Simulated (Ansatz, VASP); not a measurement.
## Two plane-wave programs on Mn

```
Mn
1.0
    -1.53000    1.53000    1.53000
     1.53000   -1.53000    1.53000
     1.53000    1.53000   -1.53000
Mn
1
Direct
  0.00000 0.00000 0.00000
```

Alike in both runs: task single point; functional r2SCAN; k mesh 8 × 8 × 8; occupations gaussian, width 0.1 eV; collinear spin.

|  | VASP | Ansatz |
| --- | --- | --- |
| version | VASP 6.6.1 | Ansatz 0.2.0 |
| potentials or method | VASP PAW PBE potentials, release 64 (Mn_pv), cutoff 520 eV | scalar-relativistic, plane waves, PAW |
| valence electrons in the cell | 13 | 15 |

|  | VASP | Ansatz | Ansatz less VASP |
| --- | --- | --- | --- |
| gap on the k mesh at the Fermi level (eV) | none | none | - |
| pressure (GPa) | 11.8 | 11.7 | -0.13 |
| net moment per atom (μB) | 3.81 | 3.81 | 0.000 |
| size of the moment on the site where the two differ most (μB) | 3.77 | 3.77 | +0.003 |

VASP's potentials were made for PBE, not for r2SCAN. Site moments also hang on the region over which each program counts them. A gap of «none» marks a metal or a gap that the smearing closes. VASP's potentials hold 13 valence electrons a cell and Ansatz's 15, so a difference there can come from the potentials and not from the codes. Ansatz's warnings: stability check not made.

The k mesh is coarse, so the values compare programs but aren't converged.
